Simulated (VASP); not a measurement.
Crystal: Mg4Cd.

```
CELL_PARAMETERS angstrom
4.64799 0.00000 0.00000
0.00000 4.64799 0.00000
0.00000 0.00000 4.64799
ATOMIC_POSITIONS crystal
Mg 0.25000 0.25000 0.25000
Mg 0.75000 0.75000 0.25000
Mg 0.25000 0.75000 0.75000
Mg 0.75000 0.25000 0.75000
Cd 0.00000 0.00000 0.00000
```

The cell was generated, and may not be a known phase.

* Program: VASP 6.6.1
* Task: relaxation of cell and atoms
* Functional: PBE
* Potentials or basis: VASP PAW PBE potentials, release 64 (Mg, Cd)
* Cutoff: 600 eV
* k mesh: 4 × 4 × 4
* Occupations: gaussian, width 0.1 eV
* Spin: no spin polarisation

At the start: pressure 37.0 GPa; volume 20.08 Å³/atom.

Task: How do energy, volume and symmetry change on relaxing?

Result: Over 9 steps the energy falls by 1659.3 meV/atom and the volume is 28.84 Å³/atom (+43.6 %); space group P-43m (No. 215, to 0.1 Å) before and after.

The path:
```tsv
step	energy change (eV)	largest force (eV/Å)	pressure (GPa)	volume (Å³)
1	0.0000	9.0278	36.98	100.41
2	-7.7645	0.2517	-3.22	183.97
3	-8.1781	0.5817	-0.80	152.05
4	-8.1892	0.4007	-1.43	156.47
5	-8.1893	0.4566	-1.24	155.04
6	-8.2535	0.3357	-0.73	150.31
7	-8.2939	0.0694	0.32	142.90
8	-8.2940	0.0848	0.25	143.26
9	-8.2964	0.0271	0.10	144.18
```

Final structure:
```
Mg Cd
1.0
     5.24370    0.00000    0.00000
     0.00000    5.24370    0.00000
     0.00000    0.00000    5.24370
Mg Cd
4 1
Cartesian
  1.5598 1.5598 1.5598
  3.6839 3.6839 1.5598
  1.5598 3.6839 3.6839
  3.6839 1.5598 3.6839
  0.0000 0.0000 0.0000
```

Caveat: the volume moved by over 15 % at a fixed basis, so the end points are rough.
